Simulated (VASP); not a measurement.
Write the native input for VASP 6.6.1 that does the following.

```
Task                   : single point
Functional             : PBE
Potentials or basis    : VASP PAW PBE potentials, release 64 (Mg, O)
Cutoff                 : 600 eV
k mesh                 : 8 × 8 × 8
Occupations            : fermi-dirac, width 0.02 eV
Spin                   : no spin polarisation
Dipole correction      : no
Further INCAR settings : ALGO = Normal; EDIFF = 1e-06; NBANDS = 11
```

The structure of MgO lies in POSCAR:

```
MgO
1.0
    0.0000000000      2.1410000000      2.1410000000
    2.1410000000      0.0000000000      2.1410000000
    2.1410000000      2.1410000000      0.0000000000
Mg O
1 1
Direct
    0.0000000000      0.0000000000      0.0000000000
    0.5000000000      0.5000000000      0.5000000000
```

The input as run:

INCAR

```
PREC = Accurate ; ENCUT = 600
EDIFF = 1E-6 ; ISMEAR = -1
SIGMA = 0.02 ; LREAL = F
LASPH = T ; NELM = 120
ALGO = Normal ; ISIF = 2
LWAVE = F ; LCHARG = T
GGA = PE ; LELF = T
LVHAR = T ; NBANDS = 11
GGA_COMPAT = F
```

KPOINTS

```
regular mesh
0
Gamma
  8 8 8
```

Potentials or basis: VASP PAW PBE potentials, release 64 (Mg, O).

The run is started by

```console
$ cat potpaw_PBE.64/Mg/POTCAR potpaw_PBE.64/O/POTCAR > POTCAR
$ mpirun -np 1 vasp_std > vasp.out
```

It gave:

```yaml
Pressure: -3.9 GPa
Band_gap_on_the_k_mesh: 4.26 eV, direct
```

Run time: 12 s on 1 thread of Intel Xeon 8259CL (shared host), peak memory 0.14 GiB.
